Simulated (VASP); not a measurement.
# MgO in VASP: further runs

MgO is run at these levels: PBE; tasks: single point.

Program: VASP 6.6.1. These are calculated values, not measurements. Logs are shortened: lines on timing, memory, paths and dates and some standing lists are left out, and cuts for length are marked.

## 1. The cell of the first run

Symmetry: I4mm, No. 107, tetragonal system. The conventional cell has a = 3.008 Å, b = 3.008 Å, c = 4.254 Å, α = 90.00°, β = 90.00°, γ = 90.00°. Within 2.4 Å of Mg (site symmetry 4mm) lie 5 O at 1.84 to 2.15 Å. Within 2.4 Å of O (site symmetry 4mm) lie 5 Mg at 1.84 to 2.15 Å.

## 2. Single point, PBE (mode 4 frozen in at -0.172 Å and mode 5 at -0.000 Å (largest displacements))

Contents of INCAR:

```
SYSTEM = MgO
PREC = Accurate
ENCUT = 520
EDIFF = 1E-6
ISMEAR = 0
SIGMA = 0.05
LREAL = .False.
LASPH = .True.
NELM = 80
ALGO = Normal
ISIF = 2
LWAVE = .False.
LCHARG = .False.
GGA = PE
NBANDS = 11
```

Contents of KPOINTS:

```
Automatic mesh
0
Gamma
  10 10 10
  0 0 0
```

Contents of POSCAR:

```
MgO
1.0
    0.0000000000      2.1272186771      2.1272186771
    2.1272186771      0.0000000000      2.1272186771
    2.1272186771      2.1272186771      0.0000000000
Mg O
1 1
Direct
   -0.0266123684      0.0266123684      0.0266123684
    0.5404283776      0.4595716224      0.4595716224
```

Potentials or basis: VASP PAW PBE potentials, release 64 (Mg, O).

Command:

```sh
cat potpaw_PBE.64/Mg/POTCAR potpaw_PBE.64/O/POTCAR > POTCAR
mpirun -np 1 vasp_std > vasp.out
```

OUTCAR:

```text
SYSTEM = MgO
   PREC = Accurate
   ENCUT = 520
   EDIFF = 1E-6
   ISMEAR = 0
   LREAL = .False.
   LASPH = .True.
   NELM = 80
   ISIF = 2
   GGA = PE

 ion  position               nearest neighbor table
   1  0.973  0.027  0.027-   2 1.84   2 2.15   2 2.15   2 2.15   2 2.15   2 2.41
   2  0.540  0.460  0.460-   1 1.84   1 2.15   1 2.15   1 2.15   1 2.15   1 2.41

  LATTYP: Found a face centered cubic cell.
 ALAT       =     4.2544373542

  Lattice vectors:

 A1 = (   0.0000000000,   2.1272186771,   2.1272186771)
 A2 = (   2.1272186771,   0.0000000000,   2.1272186771)
 A3 = (   2.1272186771,   2.1272186771,   0.0000000000)

Analysis of symmetry for initial positions (statically):
=====================================================================
 Subroutine PRICEL returns:
 Original cell was already a primitive cell.

 Routine SETGRP: Setting up the symmetry group for a
 face centered cubic supercell.

 Subroutine GETGRP returns: Found  8 space group operations
 (whereof  8 operations were pure point group operations)
 out of a pool of 48 trial point group operations.

The static configuration has the point symmetry C_4v.

Analysis of symmetry for dynamics (positions and initial velocities):
=====================================================================
 Subroutine PRICEL returns:
 Original cell was already a primitive cell.

 Routine SETGRP: Setting up the symmetry group for a
 face centered cubic supercell.

 Subroutine GETGRP returns: Found  8 space group operations
 (whereof  8 operations were pure point group operations)
 out of a pool of 48 trial point group operations.

The dynamic configuration has the point symmetry C_4v.

 Subroutine INISYM returns: Found  8 space group operations
 (whereof  8 operations are pure point group operations),
 and found     1 'primitive' translations

----------------------------------------------------------------------------------------

                                     Primitive cell

  volume of cell :      19.2516

  direct lattice vectors                    reciprocal lattice vectors
     0.000000000  2.127218677  2.127218677    -0.235048707  0.235048707  0.235048707
     2.127218677  0.000000000  2.127218677     0.235048707 -0.235048707  0.235048707
     2.127218677  2.127218677  0.000000000     0.235048707  0.235048707 -0.235048707

  length of vectors
     3.008341503  3.008341503  3.008341503     0.407116303  0.407116303  0.407116303

  position of ions in fractional coordinates (direct lattice)
     0.973387632  0.026612368  0.026612368
     0.540428378  0.459571622  0.459571622

  ion indices of the primitive-cell ions
   primitive index   ion index
                 1           1
                 2           2

----------------------------------------------------------------------------------------

 KPOINTS: Automatic mesh

Automatic generation of k-mesh.
 Grid dimensions read from file:
 generate k-points for:   10   10   10

 Generating k-lattice:

  Cartesian coordinates                     Fractional coordinates (reciprocal lattice)
    -0.023504871  0.023504871  0.023504871     0.100000000  0.000000000  0.000000000
     0.023504871 -0.023504871  0.023504871     0.000000000  0.100000000  0.000000000
     0.023504871  0.023504871 -0.023504871     0.000000000  0.000000000  0.100000000

  Length of vectors
     0.040711630  0.040711630  0.040711630

  Shift w.r.t. Gamma in fractional coordinates (k-lattice)
     0.000000000  0.000000000  0.000000000

 Subroutine IBZKPT returns following result:
 ===========================================

 Found    102 irreducible k-points:

 Following reciprocal coordinates:
            Coordinates               Weight
  0.000000  0.000000  0.000000      1.000000
  0.100000  0.000000  0.000000      8.000000
  0.200000  0.000000  0.000000      8.000000
  0.300000  0.000000  0.000000      8.000000
  0.400000  0.000000  0.000000      8.000000
  0.500000  0.000000  0.000000      4.000000
[... 16 lines left out ...]
 -0.100000  0.100000  0.000000      8.000000
  0.000000 -0.100000  0.100000      4.000000
 [... further k-points ...]
   k-points           NKPTS =    102   k-points in BZ     NKDIM =    102   number of bands    NBANDS=     11
   number of dos      NEDOS =    301   number of ions     NIONS =      2
   total plane-waves  NPLWV =  13824
   dimension x,y,z NGX =    24 NGY =   24 NGZ =   24
   dimension x,y,z NGXF=    48 NGYF=   48 NGZF=   48
   ions per type =               1   1
   NGX,Y,Z   is equivalent  to a cutoff of  13.26, 13.26, 13.26 a.u.
   NGXF,Y,Z  is equivalent  to a cutoff of  26.53, 26.53, 26.53 a.u.
 SYSTEM =  MgO
   PREC   = accura    normal or accurate (medium, high low for compatibility)
   ISTART =      0    job   : 0-new  1-cont  2-samecut
   ICHARG =      2    charge: 1-file 2-atom 10-const
   ISPIN  =      1    spin polarized calculation?
   LNONCOLLINEAR =      F non collinear calculations
[... 64 lines left out ...]
      3       2.8919      2.00000
      4       2.8919      2.00000
      5       7.3174      0.00000
      6      18.7287      0.00000
      7      18.8913      0.00000
      8      18.8913      0.00000
      9      22.2544      0.00000
     10      24.2221      0.00000
     11      24.3950      0.00000

 k-point     2 :       0.1000    0.0000    0.0000
  band No.  band energies     occupation
      1     -14.0877      2.00000
      2       2.2035      2.00000
      3       2.8056      2.00000
      4       2.8350      2.00000
      5       7.9406      0.00000
      6      17.4311      0.00000
      7      19.0280      0.00000
      8      19.0873      0.00000
      9      23.4144      0.00000
     10      23.5108      0.00000
     11      24.1118      0.00000

 k-point     3 :       0.2000    0.0000    0.0000
  band No.  band energies     occupation
      1     -13.8174      2.00000
      2       0.9514      2.00000
      3       2.6576      2.00000
      4       2.6900      2.00000
      5       9.1422      0.00000
      6      15.8155      0.00000
      7      19.3268      0.00000
      8      19.4119      0.00000
      9      22.7881      0.00000
     10      23.0354      0.00000
     11      24.8749      0.00000

 k-point     4 :       0.3000    0.0000    0.0000
  band No.  band energies     occupation
      1     -13.4549      2.00000
      2      -0.2908      2.00000
      3       2.4843      2.00000
      4       2.5184      2.00000
      5      10.1406      0.00000
      6      14.9481      0.00000
      7      19.3222      0.00000
      8      19.3358      0.00000
      9      23.3244      0.00000
     10      23.3691      0.00000
     11      24.4668      0.00000

 k-point     5 :       0.4000    0.0000    0.0000
  band No.  band energies     occupation
      1     -13.1329      2.00000
      2      -1.1917      2.00000
      3       2.3497      2.00000
      4       2.3850      2.00000
      5      10.5857      0.00000
      6      14.8234      0.00000
      7      19.0202      0.00000
      8      19.1923      0.00000
      9      23.2966      0.00000
     10      24.6861      0.00000
     11      25.0870      0.00000
[... 211 lines left out ...]
 k-point    21 :      -0.2000    0.1000    0.0000
  band No.  band energies     occupation
      1     -13.6323      2.00000
      2       0.4588      2.00000
      3       2.2739      2.00000
      4       2.6358      2.00000
      5       9.8633      0.00000
      6      15.2579      0.00000
      7      18.5186      0.00000
      8      20.0913      0.00000
      9      22.0039      0.00000
     10      23.7620      0.00000
     11      25.5892      0.00000

 k-point    22 :       0.0000   -0.2000    0.1000
  band No.  band energies     occupation
      1     -13.6333      2.00000
      2       0.4228      2.00000
      3       2.2885      2.00000
      4       2.6658      2.00000
      5       9.9395      0.00000
      6      15.1331      0.00000
      7      18.7311      0.00000
      8      19.7680      0.00000
      9      21.6827      0.00000
     10      23.7741      0.00000
     11      26.3448      0.00000

 k-point    23 :      -0.1000    0.1000    0.0000
  band No.  band energies     occupation
      1     -13.9323      2.00000
      2       1.5283      2.00000
      3       2.5786      2.00000
      4       2.7744      2.00000
      5       8.7148      0.00000
      6      16.3596      0.00000
      7      18.9354      0.00000
      8      19.5075      0.00000
      9      22.4480      0.00000
     10      23.6446      0.00000
     11      25.2447      0.00000

 k-point    24 :       0.0000   -0.1000    0.1000
  band No.  band energies     occupation
      1     -13.9328      2.00000
      2       1.5007      2.00000
      3       2.5732      2.00000
      4       2.8013      2.00000
      5       8.7688      0.00000
      6      16.2930      0.00000
      7      19.0066      0.00000
      8      19.4257      0.00000
      9      22.0856      0.00000
     10      23.6336      0.00000
     11      25.6863      0.00000

 [... further k-points ...]

------------------------ aborting loop because EDIFF is reached ----------------------------------------

  FORCE on cell =-STRESS in cart. coord.  units (eV):
  Direction    XX          YY          ZZ          XY          YZ          ZX
  --------------------------------------------------------------------------------------
  -------------------------------------------------------------------------------------
  Total        3.1831180     -0.2737350     -0.2737350     -0.0000000      0.0000000      0.0000000
  in kB      264.9091255    -22.7810902    -22.7810902     -0.0000000      0.0000000      0.0000000
  external PRESSURE =      73.1156484 kB  Pullay stress =       0.0000000 kB

 VOLUME and BASIS-vectors are now :
 -----------------------------------------------------------------------------
  energy-cutoff  :      520.00
  volume of cell :       19.25
      direct lattice vectors                 reciprocal lattice vectors
     0.000000000  2.127218677  2.127218677    -0.235048707  0.235048707  0.235048707
     2.127218677  0.000000000  2.127218677     0.235048707 -0.235048707  0.235048707
     2.127218677  2.127218677  0.000000000     0.235048707  0.235048707 -0.235048707

 POSITION                                       TOTAL-FORCE (eV/Angst)
 -----------------------------------------------------------------------------------
      0.11322      2.12722      2.12722        -2.260869      0.000000      0.000000
      1.95522      2.12722      2.12722         2.260869      0.000000      0.000000
 -----------------------------------------------------------------------------------
    total drift:                                0.000163      0.000000      0.000000

  FREE ENERGIE OF THE ION-ELECTRON SYSTEM (eV)
  ---------------------------------------------------
  free  energy   TOTEN  =       -11.6550098498 eV

  energy  without entropy=      -11.6550098498  energy(sigma->0) =      -11.65500985
```

Run time: 9.5 s. Hardware: 1 thread of Intel Xeon 6975P-C, shared host; peak memory 0.15 GiB.

What came out:

- Free energy: -11.6550 eV
- Pressure: 7.3 GPa
- Largest force: 2.261 eV/Å
- Band gap on the k mesh: 4.43 eV, direct

Forces in eV/Å, atoms in the order of the input:
```
Mg  -2.261  0.000  0.000
O    2.261  0.000  0.000
```

Stress tensor (GPa, compression positive):
```
26.49  0.00  0.00
 0.00 -2.28  0.00
 0.00  0.00 -2.28
```

Caveat: the cell differs from its parent crystal (mode 4 frozen in at -0.172 Å and mode 5 at -0.000 Å (largest displacements)); forces of over 1 eV/Å act on the atoms, so gaps and moduli don't describe the material at rest.

## 3. Single point, PBE (mode 4 frozen in at -0.129 Å and mode 5 at -0.043 Å (largest displacements))

Contents of INCAR:

```
SYSTEM = MgO
ALGO = Normal ; EDIFF = 1E-7
ENCUT = 520 ; GGA = PE
ISIF = 2 ; ISMEAR = 0
LASPH = .TRUE. ; LCHARG = .FALSE.
LREAL = .FALSE. ; LWAVE = .FALSE.
NBANDS = 11 ; NELM = 80
PREC = Accurate ; SIGMA = 0.05
```

Contents of KPOINTS:

```
k-points
0
G
  10 10 10
  0 0 0
```

Contents of POSCAR:

```
MgO
1.0
    0.0000000000      2.1272186771      2.1272186771
    2.1272186771      0.0000000000      2.1272186771
    2.1272186771      2.1272186771      0.0000000000
Mg O
1 1
Direct
   -0.0133061842      0.0133061842      0.0266123684
    0.5202141888      0.4797858112      0.4595716224
```

Potentials or basis: VASP PAW PBE potentials, release 64 (Mg, O).

Command:

```sh
cat potpaw_PBE.64/Mg/POTCAR potpaw_PBE.64/O/POTCAR > POTCAR
mpirun -np 1 vasp_std > vasp.out
```

Run time: 38 s. Hardware: 1 thread of Intel Xeon 6975P-C, shared host; peak memory 0.19 GiB.

The run converged. Its results:

```
Free energy            : -11.7732 eV
Pressure               : 3.9 GPa
Largest force          : 1.393 eV/Å
Band gap on the k mesh : 4.43 eV, direct
```

Forces on the atoms (eV/Å):
```
Mg  -1.363 -0.284  0.000
O    1.363  0.284  0.000
```

Stress tensor (GPa, compression positive):
```
13.66 -0.88  0.00
-0.88 -0.21  0.00
 0.00  0.00 -1.76
```

Levels at points of the mesh, in eV from the valence-band top:
```
           k point  band 1  band 2  band 3  band 4  band 5  band 6  band 7  band 8
(0.00, 0.00, 0.00)  -17.10   -0.07    0.00    0.00    4.43   15.71   15.86   15.90
(0.50, 0.00, 0.00)  -15.90   -4.45   -0.60   -0.56    7.71   12.05   15.96   16.22
(0.00, 0.00, 0.50)  -15.90   -4.44   -0.64   -0.58    7.78   12.12   16.00   16.14
(0.50, 0.50, 0.00)  -15.65   -3.93   -1.33   -1.28    9.25    9.45   12.84   18.43
(0.00, 0.50, 0.50)  -15.66   -3.88   -1.28   -1.28    9.14    9.37   12.85   18.58
(0.50, 0.00, 0.50)  -15.65   -3.92   -1.32   -1.29    9.25    9.43   12.84   18.47
```

Caveat: the cell differs from its parent crystal (mode 4 frozen in at -0.129 Å and mode 5 at -0.043 Å (largest displacements)); forces of over 1 eV/Å act on the atoms, so gaps and moduli don't describe the material at rest.

## 4. Single point, PBE (mode 4 frozen in at -0.215 Å and mode 5 at -0.043 Å (largest displacements))

Contents of INCAR:

```
SYSTEM = MgO
PREC = Accurate
ENCUT = 520
EDIFF = 1E-6
ISMEAR = 0
SIGMA = 0.05
LREAL = .False.
LASPH = .True.
NELM = 100
ALGO = Normal
ISIF = 2
LWAVE = .False.
LCHARG = .False.
GGA = PE
NBANDS = 11
```

Contents of KPOINTS:

```
Automatic mesh
0
Gamma
  10 10 10
  0 0 0
```

Contents of POSCAR:

```
MgO
1.0
    0.0000000000      2.1272186771      2.1272186771
    2.1272186771      0.0000000000      2.1272186771
    2.1272186771      2.1272186771      0.0000000000
Mg O
1 1
Direct
   -0.0266123684      0.0266123684      0.0399185526
    0.5404283776      0.4595716224      0.4393574335
```

Command:

```sh
cat potpaw_PBE.64/Mg/POTCAR potpaw_PBE.64/O/POTCAR > POTCAR
mpirun -np 1 vasp_std > vasp.out
```

It took 51 s on 1 thread of Intel Xeon 6975P-C, shared host; peak memory 0.19 GiB.

Results (log left out):

```
Free energy            : -11.4462 eV
Pressure               : 13.1 GPa
Largest force          : 3.496 eV/Å
Band gap on the k mesh : 4.42 eV, direct
```

Forces on the atoms (eV/Å):
```
Mg  -3.493 -0.142  0.000
O    3.493  0.142  0.000
```

Stress tensor (GPa, compression positive):
```
43.99 -2.04  0.00
-2.04 -1.67  0.00
 0.00  0.00 -3.09
```

Levels at points of the mesh, in eV from the valence-band top:
| k point | band 1 | band 2 | band 3 | band 4 | band 5 | band 6 | band 7 | band 8 | band 9 |
| --- | --- | --- | --- | --- | --- | --- | --- | --- | --- |
| (0.00, 0.00, 0.00) | -17.06 | -0.14 | 0.00 | 0.00 | 4.42 | 15.91 | 16.23 | 16.28 | 19.29 |
| (0.50, 0.00, 0.00) | -15.89 | -4.37 | -0.55 | -0.49 | 7.77 | 11.83 | 15.95 | 16.42 | 20.08 |
| (0.00, 0.00, 0.50) | -15.88 | -4.37 | -0.62 | -0.52 | 7.87 | 11.93 | 16.03 | 16.31 | 20.21 |
| (0.50, 0.50, 0.00) | -15.63 | -3.86 | -1.35 | -1.23 | 9.16 | 9.57 | 12.92 | 18.37 | 19.29 |
| (0.00, 0.50, 0.50) | -15.65 | -3.71 | -1.22 | -1.22 | 9.02 | 9.23 | 12.89 | 18.70 | 18.76 |
| (0.50, 0.00, 0.50) | -15.63 | -3.85 | -1.34 | -1.23 | 9.18 | 9.53 | 12.92 | 18.42 | 19.23 |

Caveat: the cell differs from its parent crystal (mode 4 frozen in at -0.215 Å and mode 5 at -0.043 Å (largest displacements)); forces of over 1 eV/Å act on the atoms, so gaps and moduli don't describe the material at rest.

## 5. Single point, PBE (mode 4 frozen in at -0.172 Å and mode 5 at -0.043 Å (largest displacements))

Contents of INCAR:

```
SYSTEM = MgO
PREC = Accurate
ENCUT = 520
EDIFF = 1E-6
ISMEAR = 0
SIGMA = 0.05
LREAL = .FALSE.
LASPH = .TRUE.
NELM = 60
ALGO = Normal
ISIF = 2
LWAVE = .FALSE.
LCHARG = .TRUE.
GGA = PE
LELF = .TRUE.
LVHAR = .TRUE.
NBANDS = 11
```

Contents of KPOINTS:

```
Automatic mesh
0
G
  10 10 10
  0 0 0
```

Contents of POSCAR:

```
MgO
1.0
    0.0000000000      2.1272186771      2.1272186771
    2.1272186771      0.0000000000      2.1272186771
    2.1272186771      2.1272186771      0.0000000000
Mg O
1 1
Direct
   -0.0199592763      0.0199592763      0.0332654605
    0.5303212832      0.4696787168      0.4494645280
```

Command:

```sh
cat potpaw_PBE.64/Mg/POTCAR potpaw_PBE.64/O/POTCAR > POTCAR
mpirun -np 1 vasp_std > vasp.out
```

Run time: 73 s. Hardware: 1 thread of Intel Xeon 6975P-C, shared host; peak memory 0.19 GiB.

It converged, with:

```
Free energy            : -11.6472 eV
Pressure               : 7.7 GPa
Largest force          : 2.237 eV/Å
Band gap on the k mesh : 4.42 eV, direct
```

Forces in eV/Å, atoms in the order of the input:
```
Mg  -2.226 -0.225  0.000
O    2.226  0.225  0.000
```

Stress tensor (GPa, compression positive):
```
26.20 -1.36  0.00
-1.36 -0.87  0.00
 0.00  0.00 -2.36
```

Levels at points of the mesh, in eV from the valence-band top:
| k point | band 1 | band 2 | band 3 | band 4 | band 5 | band 6 | band 7 | band 8 | band 9 |
| --- | --- | --- | --- | --- | --- | --- | --- | --- | --- |
| (0.00, 0.00, 0.00) | -17.08 | -0.11 | 0.00 | 0.00 | 4.42 | 15.79 | 16.02 | 16.07 | 19.35 |
| (0.50, 0.00, 0.00) | -15.90 | -4.42 | -0.58 | -0.53 | 7.73 | 11.94 | 15.95 | 16.32 | 20.20 |
| (0.00, 0.00, 0.50) | -15.90 | -4.41 | -0.64 | -0.55 | 7.82 | 12.03 | 16.02 | 16.22 | 20.29 |
| (0.50, 0.50, 0.00) | -15.64 | -3.90 | -1.34 | -1.26 | 9.27 | 9.44 | 12.88 | 18.40 | 19.10 |
| (0.00, 0.50, 0.50) | -15.65 | -3.81 | -1.25 | -1.25 | 9.18 | 9.20 | 12.88 | 18.63 | 18.69 |
| (0.50, 0.00, 0.50) | -15.64 | -3.89 | -1.33 | -1.27 | 9.31 | 9.37 | 12.88 | 18.45 | 19.04 |

Caveat: the cell differs from its parent crystal (mode 4 frozen in at -0.172 Å and mode 5 at -0.043 Å (largest displacements)); forces of over 1 eV/Å act on the atoms, so gaps and moduli don't describe the material at rest.
